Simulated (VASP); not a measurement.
# Se (P3_121) in VASP: notebook, part 2 of 2

VASP 6.6.1.

**3. Single point, PBE+D3(BJ)**

INCAR

```
ALGO     = Normal         # electronic algorithm
EDIFF    = 1E-6           # SCF threshold, eV
ENCUT    = 520            # plane-wave cutoff, eV
GGA      = PE             # functional
ISIF     = 2              # what is computed and relaxed
ISMEAR   = 0              # smearing method
IVDW     = 12             # dispersion correction
LASPH    = T              # aspherical terms in the spheres
LCHARG   = F              # write CHGCAR
LREAL    = F              # projectors in reciprocal space
LWAVE    = F              # write WAVECAR
NBANDS   = 16             # bands
NELM     = 80             # most SCF steps
PREC     = Accurate       # precision mode
SIGMA    = 0.02           # smearing width, eV
```

KPOINTS

```
k-points
0
Gamma
  12 12 8
```

POSCAR

```
Se
1.0
    4.0681465709      0.0000000000      0.0000000000
   -2.0340732855      3.5231182767      0.0000000000
    0.0000000000      0.0000000000      5.1277306261
Se
3
Direct
    0.2473450702      0.0000000000      0.3333333333
    0.0000000000      0.2473450702      0.6666666667
    0.7526549298      0.7526549298      0.0000000000
```

Potentials or basis: VASP PAW PBE potentials, release 64 (Se).

Started as:

```
$ cat potpaw_PBE.64/Se/POTCAR > POTCAR
$ mpirun -np 1 vasp_std > vasp.out
```

OUTCAR:

```text
EDIFF = 1E-6
   ENCUT = 520
   GGA = PE
   ISIF = 2
   ISMEAR = 0
   IVDW = 12
   LASPH = T
   LREAL = F
   NELM = 80
   PREC = Accurate
 IVDW          = 12

 ion  position               nearest neighbor table
   1  0.247  0.000  0.333-   3 2.44   2 2.44
   2  0.000  0.247  0.667-   3 2.44   1 2.44
   3  0.753  0.753  0.000-   1 2.44   2 2.44

  LATTYP: Found a hexagonal cell.
 ALAT       =     4.0681465709
 C/A-ratio  =     1.2604586725

[... 650 lines left out ...]

 Edisp (eV)   -1.06851

 E8    (eV) :    -0.4415

  FORCE on cell =-STRESS in cart. coord.  units (eV):
  Direction    XX          YY          ZZ          XY          YZ          ZX
  --------------------------------------------------------------------------------------
  -------------------------------------------------------------------------------------
  Total       0.02930     0.02930     0.07112    -0.00000     0.00000    -0.00000
  in kB       0.63885     0.63885     1.55050    -0.00000     0.00000    -0.00000
  external pressure =        0.94 kB  Pullay stress =        0.00 kB

 VOLUME and BASIS-vectors are now :
 -----------------------------------------------------------------------------
  energy-cutoff  :      520.00
  volume of cell :       73.49
      direct lattice vectors                 reciprocal lattice vectors
     4.068146571  0.000000000  0.000000000     0.245812186  0.141919732  0.000000000
    -2.034073285  3.523118277  0.000000000     0.000000000  0.283839463  0.000000000
     0.000000000  0.000000000  5.127730626     0.000000000  0.000000000  0.195018045

 POSITION                                       TOTAL-FORCE (eV/Angst)
 -----------------------------------------------------------------------------------
      1.00624      0.00000      1.70924         0.018552     -0.000000     -0.000000
     -0.50312      0.87143      3.41849        -0.009276      0.016067      0.000000
      1.53096      2.65169      0.00000        -0.009276     -0.016067      0.000000
 -----------------------------------------------------------------------------------
    total drift:                               -0.000001     -0.000001      0.000000

  FREE ENERGIE OF THE ION-ELECTRON SYSTEM (eV)
  ---------------------------------------------------
  free  energy   TOTEN  =       -11.4921966837 eV

  energy  without entropy=      -11.4921966837  energy(sigma->0) =      -11.49219668
```

It took 3 min on 1 thread of Intel Xeon 8259CL, shared host; peak memory 0.27 GiB.

What came out:

```yaml
Free_energy: -11.4922 eV
Pressure: 0.1 GPa
Largest_force: 0.019 eV/Å
Band_gap_on_the_k_mesh: 0.51 eV, indirect (least direct gap 0.53 eV)
Dispersion_energy_per_atom: -0.356 eV
```

Forces in eV/Å, atoms in the order of the input:
```
Se   0.019  0.000  0.000
Se  -0.009  0.016  0.000
Se  -0.009 -0.016  0.000
```

Levels at points of the mesh, in eV from the valence-band top:
| k point | band 6 | band 7 | band 8 | band 9 | band 10 | band 11 | band 12 | band 13 |
| --- | --- | --- | --- | --- | --- | --- | --- | --- |
| (0.00, 0.00, 0.00) | -3.45 | -1.88 | -1.88 | -0.54 | 1.46 | 1.46 | 2.05 | 6.40 |
| (0.50, 0.00, 0.00) | -3.78 | -3.53 | -1.48 | -0.98 | 1.47 | 1.72 | 4.25 | 4.47 |
| (0.00, 0.00, 0.50) | -3.11 | -1.39 | -1.36 | -1.36 | 0.93 | 0.95 | 0.95 | 5.68 |
| (0.50, 0.00, 0.50) | -4.23 | -2.41 | -1.92 | -0.08 | 1.32 | 2.50 | 2.95 | 6.03 |

**4. Relaxation of cell and atoms, PBE+D3(BJ)**

INCAR

```
ALGO = Normal
EDIFF = 1E-6
EDIFFG = -0.005
ENCUT = 600
GGA = PE
IBRION = 2
ISIF = 3
ISMEAR = 0
IVDW = 12
LASPH = T
LCHARG = F
LREAL = F
LWAVE = F
NELM = 100
NSW = 100
PREC = Accurate
SIGMA = 0.02
```

KPOINTS is that of step 3.

POSCAR is that of step 3.

Started as:

```
$ cat potpaw_PBE.64/Se/POTCAR > POTCAR
$ mpirun -np 1 vasp_std > vasp.out
```

It took 4.9 min on 1 thread of Intel Xeon 8259CL, shared host; peak memory 0.32 GiB.

Results (log left out):

* Free energy: -11.4924 eV
* Relaxed volume: 24.52 Å³/atom
* Relaxed cell: a = 4.069 Å, b = 4.069 Å, c = 5.131 Å, α = 90.00°, β = 90.00°, γ = 120.00°
* Space group after relaxing (to 0.05 Å): P3_121 (No. 152)
* Energy gained by relaxing: 0.0 meV/atom
* Ionic steps: 3
* Pressure after relaxing: 0.0 GPa
* Largest force after relaxing: 0.004 eV/Å
* Band gap on the k mesh: 0.51 eV, indirect (least direct gap 0.53 eV)
* Dispersion energy per atom: -0.356 eV

Forces on the atoms (eV/Å):
```
Se   0.004  0.000  0.000
Se  -0.002  0.004  0.000
Se  -0.002 -0.004  0.000
```

Final structure:
```xyz
3
Lattice="4.0691 0.0000 0.0000 -2.0346 3.5240 0.0000 0.0000 0.0000 5.1309" Properties=species:S:1:pos:R:3 pbc="T T T"
Se   -1.0276    3.5240    1.7103
Se   -0.5035    0.8721    3.4206
Se    1.5311    2.6519    0.0000
```

Levels at points of the mesh, in eV from the valence-band top:
```tsv
k point	band 7	band 8	band 9	band 10	band 11	band 12
(0.00, 0.00, 0.00)	-1.87	-1.87	-0.54	1.46	1.46	2.05
(0.50, 0.00, 0.00)	-3.53	-1.47	-0.98	1.47	1.72	4.24
(0.00, 0.00, 0.50)	-1.38	-1.35	-1.35	0.93	0.95	0.95
(0.50, 0.00, 0.50)	-2.40	-1.92	-0.08	1.32	2.50	2.95
```

**5. Single point, PBE+D3(BJ)**

INCAR

```
SYSTEM = Se
  PREC = Accurate
  ENCUT = 520
  EDIFF = 1E-7
  ISMEAR = 0
  SIGMA = 0.02
  LREAL = .FALSE.
  LASPH = .TRUE.
  NELM = 80
  ALGO = Normal
  ISIF = 2
  LWAVE = .FALSE.
  LCHARG = .TRUE.
  GGA = PE
  IVDW = 12
  LELF = .TRUE.
  LVHAR = .TRUE.
  NBANDS = 16
```

KPOINTS

```
Automatic mesh
0
G
  6 6 4
  0 0 0
```

POSCAR

```
Se
1.0
    4.0681465738      0.0000000000      0.0000000000
   -2.0340732869      3.5231182793      0.0000000000
    0.0000000000      0.0000000000      5.1277306233
Se
3
Direct
    0.2473450698      0.0000000000      0.3333333333
    0.0000000000      0.2473450698      0.6666666667
    0.7526549302      0.7526549302      0.0000000000
```

Started as:

```
$ cat potpaw_PBE.64/Se/POTCAR > POTCAR
$ mpirun -np 1 vasp_std > vasp.out
```

Wall time 26 s (1 thread of Intel Xeon Platinum 8375C at 2.90GHz (Ice Lake), shared host); peak memory 0.19 GiB.

It converged, with:

```yaml
Free_energy: -11.4895 eV
Pressure: 0.1 GPa
Largest_force: 0.013 eV/Å
Band_gap_on_the_k_mesh: 0.53 eV, direct
Dispersion_energy_per_atom: -0.356 eV
```

Forces in eV/Å, atoms in the order of the input:
```
Se   0.013  0.000  0.000
Se  -0.007  0.012  0.000
Se  -0.007 -0.012  0.000
```

Levels at points of the mesh, in eV from the valence-band top:
| k point | band 6 | band 7 | band 8 | band 9 | band 10 | band 11 | band 12 | band 13 |
| --- | --- | --- | --- | --- | --- | --- | --- | --- |
| (0.00, 0.00, 0.00) | -3.43 | -1.86 | -1.86 | -0.52 | 1.48 | 1.48 | 2.07 | 6.42 |
| (0.50, 0.00, 0.00) | -3.76 | -3.52 | -1.46 | -0.96 | 1.49 | 1.74 | 4.26 | 4.49 |
| (0.00, 0.00, 0.50) | -3.09 | -1.37 | -1.34 | -1.34 | 0.95 | 0.97 | 0.97 | 5.70 |
| (0.50, 0.00, 0.50) | -4.21 | -2.39 | -1.90 | -0.06 | 1.34 | 2.52 | 2.97 | 6.05 |

A k mesh can miss the band edges. Expect the measured gap to be larger: semilocal functionals such as PBE lack the derivative discontinuity.

**6. Summary**

```csv
task,cell,k mesh,cutoff (eV),gap on the mesh (eV),pressure (GPa),largest force (eV/Å)
single point,"a = 4.068, b = 4.068, c = 5.128 Å, angles 90.0, 90.0, 120.0°, 3 atoms",9 × 9 × 6,520,0.53,0.1,0.02
single point,"a = 4.068, b = 4.068, c = 5.128 Å, angles 90.0, 90.0, 120.0°, 3 atoms",12 × 12 × 8,520,0.51,0.1,0.02
relaxation of cell and atoms,"relaxed from a = 4.068, b = 4.068, c = 5.128 Å, angles 90.0, 90.0, 120.0°, 3 atoms",12 × 12 × 8,600,0.51,0.0,-
single point,"a = 4.068, b = 4.068, c = 5.128 Å, angles 90.0, 90.0, 120.0°, 3 atoms",6 × 6 × 4,520,0.53,0.1,0.01
```

Alike in all rows: level PBE+D3(BJ); potentials or basis VASP PAW PBE potentials, release 64 (Se); no spin polarisation; smearing gaussian 0.02 eV.

On the cell as given the gap runs from 0.51 eV (PBE+D3(BJ)) to 0.53 eV (PBE+D3(BJ)); the meshes differ, which moves gaps too.

Absolute energies hang on the potentials; compare differences alone.
